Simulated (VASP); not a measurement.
Write the native input for VASP 6.6.1 that does the following.

| Quantity | Value |
| --- | --- |
| Task | single point |
| Functional | LDA |
| Potentials or basis | VASP PAW LDA potentials, release 64 (K_sv, Ta_pv, O) |
| Cutoff | 520 eV |
| k mesh | 5 × 5 × 5 |
| Occupations | fermi-dirac, width 0.01 eV |
| Spin | no spin polarisation |
| Dipole correction | no |
| Further INCAR settings | ALGO = Normal; EDIFF = 1e-06; NBANDS = 27 |

The structure of KTaO3 lies in POSCAR:

```
KTaO3
1.0
    3.9749611044      0.0000000000      0.0000000000
    0.0000000000      3.9749611044      0.0000000000
    0.0000000000      0.0000000000      3.9749611044
K Ta O
1 1 3
Direct
    0.5000000000      0.5000000000      0.5000000000
    0.0000000000      0.0000000000      0.0000000000
    0.5000000000      0.0000000000      0.0000000000
    0.0000000000      0.5000000000      0.0000000000
    0.0000000000      0.0000000000      0.5000000000
```

This cell differs from its parent crystal: volume scaled by 0.99.

These files were run (other wordings do the same):

INCAR

```
  ALGO = Normal
  EDIFF = 1E-6
  ENCUT = 520
  GGA = CA
  ISIF = 2
  ISMEAR = -1
  LASPH = True
  LCHARG = False
  LREAL = False
  LWAVE = False
  NBANDS = 27
  NELM = 100
  PREC = Accurate
  SIGMA = 0.01
```

KPOINTS

```
k-points
0
Gamma
  5 5 5
```

Potentials or basis: VASP PAW LDA potentials, release 64 (K_sv, Ta_pv, O).

Launch:

```console
$ cat potpaw_LDA.64/K_sv/POTCAR potpaw_LDA.64/Ta_pv/POTCAR potpaw_LDA.64/O/POTCAR > POTCAR
$ mpirun -np 1 vasp_std > vasp.out
```

Results of the run:

```yaml
Pressure: -2.4 GPa
Band_gap_on_the_k_mesh: 2.15 eV, indirect (least direct gap 2.66 eV)
```

Caveat: spin-orbit coupling is left out, which moves the levels of the heavy elements.

Run time: 12 s on 1 thread of Intel(R) Xeon(R) Platinum 8488C (Sapphire Rapids) (shared host), peak memory 0.15 GiB.
